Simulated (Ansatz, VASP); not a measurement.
## P: VASP beside Ansatz

```
CELL_PARAMETERS angstrom
1.66943 -5.53695 0.00000
1.66943 5.53695 0.00000
0.00000 0.00000 4.60343
ATOMIC_POSITIONS crystal
P 0.90414 0.09586 0.58882
P 0.09586 0.90414 0.41118
P 0.59586 0.40414 0.08882
P 0.40414 0.59586 0.91118
```

Change from the starting cell: volume scaled by 1.04.

Alike in both runs: task single point; functional PBE; k mesh 8 × 8 × 6; occupations fermi-dirac, width 0.05 eV; no spin polarisation.

|  | VASP | Ansatz |
| --- | --- | --- |
| version | VASP 6.6.1 | Ansatz 0.2.0 |
| potentials or method | VASP PAW PBE potentials, release 64 (P), cutoff 520 eV | all-electron LAPW, scalar-relativistic |

VASP gave:

```
gap on the k mesh at the Fermi level (eV)                     : 0.19
least direct gap on the mesh (eV)                             : 0.19
pressure (GPa)                                                : -1.1
traceless stress, the component that is largest in VASP (GPa) : -0.84
rms of the force components (eV/Å)                            : 0.071
```

Q: Which values does Ansatz return?

A: gap on the k mesh at the Fermi level (eV): 0.18; least direct gap on the mesh (eV): 0.18; pressure (GPa): -0.8; traceless stress, the component that is largest in VASP (GPa): -0.80; rms of the force components (eV/Å): 0.066.

Atom by atom the forces differ by 0.026 eV/Å (rms over components). Ansatz ran all-electron here, and VASP with PAW potentials.
